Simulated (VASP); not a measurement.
Here is a VASP 6.6.1 calculation.

Contents of INCAR:

```
PREC = Accurate
ENCUT = 1350
EDIFF = 1E-6
ISMEAR = 0
SIGMA = 0.05
LREAL = False
LASPH = True
NELM = 120
ALGO = Normal
ISIF = 2
LWAVE = False
LCHARG = False
GGA = PE
NBANDS = 19
GGA_COMPAT = False
```

KPOINTS

```
Automatic mesh
0
Gamma
  10 10 10
```

Contents of POSCAR:

```
BaF2
1.0
    0.0000000000      3.1103474992      3.1103474992
    3.1103474992      0.0000000000      3.1103474992
    3.1103474992      3.1103474992      0.0000000000
Ba F
1 2
Direct
    0.0000000000      0.0000000000      0.0000000000
    0.2500000000      0.2500000000      0.2500000000
    0.7500000000      0.7500000000      0.7500000000
```

Potentials or basis: VASP PAW PBE potentials, release 64 (Ba_sv, F_h).

The run is started by

```bash
$ cat potpaw_PBE.64/Ba_sv/POTCAR potpaw_PBE.64/F_h/POTCAR > POTCAR
$ mpirun -np 1 vasp_std > vasp.out
```

(1) Predict the pressure.

(2) Estimate the band gap on the k mesh.

Answers

(1) 1.6 GPa.

(2) 6.73 eV (least direct gap 6.80 eV).

Caveat: spin-orbit coupling is left out, which moves the levels of the heavy elements.
